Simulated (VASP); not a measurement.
Si3C4: single point with PBE

The system is Si3C4.

```xyz
7
Lattice="3.0042 0.0000 0.0000 -1.5021 2.6017 0.0000 0.0000 0.0000 8.8932" Properties=species:S:1:pos:R:3 pbc="T T T"
Si    0.0000    0.0000    4.4466
Si    1.5021    0.8672    1.5359
Si    0.0000    1.7345    7.3573
C     0.0000    0.0000    0.7637
C     0.0000    1.7345    5.5285
C     0.0000    0.0000    8.1295
C     1.5021    0.8672    3.3647
```

The cell was built from a structure type or drawn by symmetry, and may not be a known phase.

```json
{
  "Program": "VASP 6.6.1",
  "Task": "single point",
  "Functional": "PBE",
  "Potentials or basis": "VASP PAW PBE potentials, release 64 (Si, C)",
  "Cutoff": "520 eV",
  "k mesh": "12 × 12 × 4",
  "Occupations": "gaussian, width 0.1 eV",
  "Spin": "no spin polarisation"
}
```

```yaml
Pressure: 0.0 GPa
Largest_force: 0.036 eV/Å
Band_gap_on_the_k_mesh: zero (bands 14 and 15 overlap by 2.94 eV)
```

Forces on the atoms (eV/Å):
```
Si   0.000  0.000  0.000
Si   0.000  0.000 -0.010
Si   0.000  0.000  0.010
C    0.000  0.000  0.036
C    0.000  0.000  0.001
C    0.000  0.000 -0.036
C    0.000  0.000 -0.001
```

Stress tensor (GPa, compression positive):
```
0.00 0.00 0.00
0.00 0.00 0.00
0.00 0.00 0.13
```

Levels at points of the mesh, in eV from the Fermi level:
| k point | band 12 | band 13 | band 14 | band 15 | band 16 | band 17 |
| --- | --- | --- | --- | --- | --- | --- |
| (0.00, 0.00, 0.00) | 0.93 | 0.93 | 1.01 | 1.01 | 4.55 | 5.21 |
| (0.50, 0.00, 0.00) | -1.94 | -1.33 | -1.31 | 0.82 | 2.45 | 3.43 |
| (0.00, 0.00, 0.50) | 0.48 | 0.48 | 1.26 | 1.26 | 4.58 | 4.60 |
| (0.50, 0.00, 0.50) | -2.23 | -2.01 | -0.79 | 0.46 | 2.03 | 2.77 |

It took 99 s on 1 thread of Intel(R) Xeon(R) Platinum 8259CL CPU @ 2.50GHz (Skylake/Cascade Lake), on a shared host, peak memory 0.23 GiB.
